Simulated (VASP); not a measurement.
# VH (Fm-3m) in VASP: single point with PBEsol

Aim: the single point of VH with PBEsol.

All numbers are computed with VASP 6.6.1; they aren't measurements. Logs are shortened: lines on timing, memory, paths and dates and some standing lists are left out, and cuts for length are marked.

## (1) The cell of the first run

It takes space group Fm-3m (No. 225, cubic). Conventional cell: a = 3.928 Å, b = 3.928 Å, c = 3.928 Å, α = 90.00°, β = 90.00°, γ = 90.00°. Within 2.6 Å of V (site symmetry m-3m) lie 6 H at 1.96 Å. H (site symmetry m-3m) has 6 V at 1.96 Å within 2.6 Å.

## (2) Single point, PBEsol, collinear spin, ferromagnetic start

Contents of INCAR:

```
SYSTEM = VH
PREC = Accurate ; ENCUT = 520
EDIFF = 1E-7 ; ISMEAR = -1
SIGMA = 0.05 ; LREAL = .FALSE.
LASPH = .TRUE. ; NELM = 150
ALGO = Normal ; ISIF = 2
LWAVE = .FALSE. ; LCHARG = .FALSE.
ISPIN = 2 ; MAGMOM = 1.5 0
LORBIT = 11 ; LMAXMIX = 4
GGA = PS ; NBANDS = 18
```

Contents of KPOINTS:

```
regular mesh
0
G
  9 9 9
  0 0 0
```

Contents of POSCAR:

```
VH
1.0
    0.0000000000      1.9637500000      1.9637500000
    1.9637500000      0.0000000000      1.9637500000
    1.9637500000      1.9637500000      0.0000000000
V H
1 1
Direct
    0.0000000000      0.0000000000      0.0000000000
    0.5000000000      0.5000000000      0.5000000000
```

Potentials or basis: VASP PAW PBE potentials, release 64 (V_sv, H).

On the command line:

```sh
cat potpaw_PBE.64/V_sv/POTCAR potpaw_PBE.64/H/POTCAR > POTCAR
mpirun -np 1 vasp_std > vasp.out
```

OUTCAR:

```text
SYSTEM = VH
   PREC = Accurate
   ENCUT = 520
   EDIFF = 1E-7
   ISMEAR = -1
   LREAL = .FALSE.
   LASPH = .TRUE.
   NELM = 150
   ISIF = 2
   ISPIN = 2
   LORBIT = 11
   GGA = PS

 ion  position               nearest neighbor table
   1  0.000  0.000  0.000-
   2  0.500  0.500  0.500-

  LATTYP: Found a face centered cubic cell.
 ALAT       =     3.9275000000

  Lattice vectors:

 A1 = (   0.0000000000,   1.9637500000,   1.9637500000)
 A2 = (   1.9637500000,   0.0000000000,   1.9637500000)
 A3 = (   1.9637500000,   1.9637500000,   0.0000000000)

Analysis of symmetry for initial positions (statically):
=====================================================================
 Subroutine PRICEL returns:
 Original cell was already a primitive cell.

 Routine SETGRP: Setting up the symmetry group for a
 face centered cubic supercell.

 Subroutine GETGRP returns: Found 48 space group operations
 (whereof 48 operations were pure point group operations)
 out of a pool of 48 trial point group operations.

The static configuration has the point symmetry O_h .

Analysis of symmetry for dynamics (positions and initial velocities):
=====================================================================
 Subroutine PRICEL returns:
 Original cell was already a primitive cell.

 Routine SETGRP: Setting up the symmetry group for a
 face centered cubic supercell.

 Subroutine GETGRP returns: Found 48 space group operations
 (whereof 48 operations were pure point group operations)
 out of a pool of 48 trial point group operations.

The dynamic configuration has the point symmetry O_h .

Analysis of structural, dynamic, and magnetic symmetry:
=====================================================================
 Subroutine PRICEL returns:
 Original cell was already a primitive cell.

 Routine SETGRP: Setting up the symmetry group for a
 face centered cubic supercell.

 Subroutine GETGRP returns: Found 48 space group operations
 (whereof 48 operations were pure point group operations)
 out of a pool of 48 trial point group operations.

The overall configuration has the point symmetry O_h .

 Subroutine INISYM returns: Found 48 space group operations
 (whereof 48 operations are pure point group operations),
 and found     1 'primitive' translations

----------------------------------------------------------------------------------------

                                     Primitive cell

  volume of cell :      15.1457

[... 111 lines left out ...]
  Thomas-Fermi vector in A             =   2.692761
   LORBIT       =     11    0 simple, 1 ext, 2 COOP (PROOUT), +10 PAW based schemes
   GGA     = PS    functional components
   LHFCALC =     F    Hartree Fock is set to
   AEXX    =    0.0000 exact exchange contribution
   IVDW    =     0    specifies the selected vdW correction
   LEPSILON=     F    determine dielectric tensor
   LRPA    =     F    only Hartree local field effects (RPA)
 spin polarized calculation
  energy-cutoff  :      520.00
  volume of cell :       15.15
 maximum number of plane-waves:       419
 NGX is ok and might be reduce to    24
   NGX = 11   NGY = 11   NGZ = 11

 number of electron      14.0000004 magnetization       0.0000933

 number of electron      14.0000004 magnetization      -0.0000321

 Free energy of the ion-electron system (eV)
  ---------------------------------------------------
  ext. energy  EPLUGINS =         0.00000000
  ---------------------------------------------------
  free energy    TOTEN  =       -13.38287522 eV

  energy without entropy =      -13.36925773  energy(sigma->0) =      -13.37606648

 E-fermi :   9.8081     XC(G=0): -13.1136

 val. band max:        9.7941696257   @ k =   0.4444   0.3333   0.0000
 cond. band min:       9.8127034588   @ k =  -0.1111   0.1111   0.0000
 fundamental gap:      0.0185338331
 Fermi energy:         9.8081315743

 spin component 1

 k-point     1 :       0.0000    0.0000    0.0000
  band No.  band energies     occupation
      1     -54.1049      1.00000
      2     -27.6962      1.00000
      3     -27.6962      1.00000
      4     -27.6962      1.00000
      5      -0.7341      1.00000
      6       9.7149      0.86584
[... 493 lines left out ...]
     17      44.5753      0.00000
     18      44.8640      0.00000

 [... further k-points ...]

 spin component 2

 k-point     1 :       0.0000    0.0000    0.0000
  band No.  band energies     occupation
      1     -54.1049      1.00000
      2     -27.6963      1.00000
      3     -27.6963      1.00000
      4     -27.6963      1.00000
      5      -0.7341      1.00000
      6       9.7149      0.86590
[... 493 lines left out ...]
     17      44.5757      0.00000
     18      44.8640      0.00000

 [... further k-points ...]

------------------------ aborting loop because EDIFF is reached ----------------------------------------

  FORCE on cell =-STRESS in cart. coord.  units (eV):
  Direction    XX          YY          ZZ          XY          YZ          ZX
  --------------------------------------------------------------------------------------
  -------------------------------------------------------------------------------------
  Total       -0.3758425     -0.3758425     -0.3758425     -0.0000000     -0.0000000      0.0000000
  in kB      -39.7583039    -39.7583039    -39.7583039     -0.0000000     -0.0000000      0.0000000
  external PRESSURE =     -39.7583039 kB  Pullay stress =       0.0000000 kB

 VOLUME and BASIS-vectors are now :
 -----------------------------------------------------------------------------
  energy-cutoff  :      520.00
  volume of cell :       15.15
      direct lattice vectors                 reciprocal lattice vectors
     0.000000000  1.963750000  1.963750000    -0.254614895  0.254614895  0.254614895
     1.963750000  0.000000000  1.963750000     0.254614895 -0.254614895  0.254614895
     1.963750000  1.963750000  0.000000000     0.254614895  0.254614895 -0.254614895

 POSITION                                       TOTAL-FORCE (eV/Angst)
 -----------------------------------------------------------------------------------
      0.00000      0.00000      0.00000         0.000000      0.000000     -0.000000
      1.96375      1.96375      1.96375        -0.000000      0.000000      0.000000
 -----------------------------------------------------------------------------------
    total drift:                                0.000000     -0.000000     -0.000000

  FREE ENERGIE OF THE ION-ELECTRON SYSTEM (eV)
  ---------------------------------------------------
  free  energy   TOTEN  =       -13.3828752214 eV

  energy  without entropy=      -13.3692577327  energy(sigma->0) =      -13.37606648

 total charge

# of ion       s       p       d       tot
------------------------------------------
    1        2.273   6.242   3.142  11.657
    2        0.533   0.031   0.000   0.565
--------------------------------------------------
tot          2.806   6.273   3.142  12.221

 magnetization (x)

# of ion       s       p       d       tot
------------------------------------------
    1       -0.000  -0.000  -0.000  -0.000
    2        0.000  -0.000   0.000   0.000
--------------------------------------------------
tot          0.000  -0.000  -0.000  -0.000
```

OSZICAR:

```text
N       E                     dE             d eps       ncg     rms          rms(c)
DAV:   1     0.105294697424E+03    0.10529E+03   -0.66539E+03  2536   0.842E+02
DAV:   2    -0.127747061146E+02   -0.11807E+03   -0.11206E+03  2618   0.271E+02
DAV:   3    -0.151488001049E+02   -0.23741E+01   -0.23589E+01  2774   0.414E+01
DAV:   4    -0.151571205410E+02   -0.83204E-02   -0.83197E-02  2804   0.259E+00
DAV:   5    -0.151571727171E+02   -0.52176E-04   -0.52176E-04  2710   0.195E-01    0.233E+01
DAV:   6    -0.134045157724E+02    0.17527E+01   -0.18612E+00  2584   0.249E+01    0.326E+00
DAV:   7    -0.133913711505E+02    0.13145E-01   -0.10958E-01  2608   0.297E+00    0.236E+00
DAV:   8    -0.133842879477E+02    0.70832E-02   -0.63047E-03  2788   0.817E-01    0.142E+00
DAV:   9    -0.133826375154E+02    0.16504E-02   -0.25982E-03  2684   0.550E-01    0.229E-01
DAV:  10    -0.133828115382E+02   -0.17402E-03   -0.57331E-04  2620   0.242E-01    0.108E-01
DAV:  11    -0.133828763313E+02   -0.64793E-04   -0.86640E-05  2644   0.944E-02    0.192E-02
DAV:  12    -0.133828758948E+02    0.43647E-06   -0.36641E-06  2726   0.182E-02    0.486E-03
DAV:  13    -0.133828754941E+02    0.40070E-06   -0.14749E-07  2688   0.354E-03    0.301E-03
DAV:  14    -0.133828752209E+02    0.27318E-06   -0.25090E-08  1446   0.169E-03    0.660E-04
DAV:  15    -0.133828752214E+02   -0.46771E-09   -0.56211E-09  1336   0.610E-04
   1 F= -.13382875E+02 E0= -.13376066E+02  d E =-.136175E-01  mag=    -0.0000
```

Wall time 34 s (1 thread of Intel Xeon 8259CL, shared host); peak memory 0.16 GiB.

What came out:

| Item | Value |
| --- | --- |
| Free energy | -13.3829 eV |
| Pressure | -4.0 GPa |
| Band gap on the k mesh | zero (filled and empty bands overlap) |
| Net moment | 0.00 μB per cell |
| Valence electrons inside the program's atomic spheres | V 11.66; H 0.56 |

Levels at points of the mesh, in eV from the Fermi level:
Spin up:
| k point | band 5 | band 6 | band 7 | band 8 | band 9 | band 10 |
| --- | --- | --- | --- | --- | --- | --- |
| (0.00, 0.00, 0.00) | -10.54 | -0.09 | -0.09 | -0.09 | 1.40 | 1.40 |
Spin down:
```csv
k point,band 3,band 4,band 5,band 6,band 7,band 8,band 9,band 10,band 11,band 12
"(0.00, 0.00, 0.00)",-37.50,-37.50,-10.54,-0.09,-0.09,-0.09,1.40,1.40,12.77,16.47
```

Caveat: the cell stands under tension; the PAW data sets were made with another functional, which shifts forces and pressure a little.
